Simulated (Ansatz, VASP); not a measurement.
# Na: VASP beside Ansatz

INCAR

```
SYSTEM = Na
ALGO     = Normal         ! electronic algorithm
EDIFF    = 1E-6           ! SCF threshold, eV
ENCUT    = 520            ! plane-wave cutoff, eV
GGA      = PE             ! functional
ISIF     = 2              ! what is computed and relaxed
ISMEAR   = 0              ! smearing method
LASPH    = .TRUE.         ! aspherical terms in the spheres
LCHARG   = .TRUE.         ! write CHGCAR
LELF     = .TRUE.         ! ELF
LREAL    = .FALSE.        ! projectors in reciprocal space
LVHAR    = .TRUE.       
LWAVE    = .FALSE.        ! write WAVECAR
NBANDS   = 10             ! bands
NELM     = 100            ! most SCF steps
PREC     = Accurate       ! precision mode
SIGMA    = 0.15           ! smearing width, eV
```

The input KPOINTS:

```
k-points
0
G
  16 16 16
  0 0 0
```

POSCAR

```
Na
1.0
   -2.1175000000      2.1386750000      2.1175000000
    2.1175000000     -2.1386750000      2.1175000000
    2.1175000000      2.1386750000     -2.1175000000
Na
1
Direct
    0.0000000000      0.0000000000      0.0000000000
```

Input for Ansatz:

```yaml
crystal:
  lattice:
    - [-2.1175, 2.138675, 2.1175]
    - [2.1175, -2.138675, 2.1175]
    - [2.1175, 2.138675, -2.1175]
  atoms:
    - { symbol: Na, position: [0.0, 0.0, 0.0] }
basis:
  ecutwfc: 420
kpoints:
  mp_grid: { grid: [16, 16, 16] }
hamiltonian:
  xc: pbe
scf:
  occupations: { method: gaussian, width: 0.15 }
output:
  forces: true
  stress: true
  eigenvalues: true
  write_density: true
  write_potential: true
  elf: true
  volumetric_format: npy
```

Change from the starting cell: strain +0.0100 x Voigt [0, 1, 0, 0, 0, 0], atoms carried along.

Alike in both runs: task single point; functional PBE; k mesh 16 × 16 × 16; occupations gaussian, width 0.15 eV; no spin polarisation.

|  | VASP | Ansatz |
| --- | --- | --- |
| version | VASP 6.6.1 | Ansatz 0.2.0 |
| potentials or method | VASP PAW PBE potentials, release 64 (Na_pv), cutoff 520 eV | scalar-relativistic, plane waves, PAW |
| valence electrons in the cell | 7 | 9 |

```csv
,VASP,Ansatz,Ansatz less VASP
gap on the k mesh at the Fermi level (eV),none,none,-
pressure (GPa),-0.3,-0.3,+0.02
```

A gap of «none» marks a metal or a gap that the smearing closes. The functional is the same, so the differences come from potentials, cutoffs and numerics. VASP's potentials hold 7 valence electrons a cell and Ansatz's 9, so a difference there can come from the potentials and not from the codes.
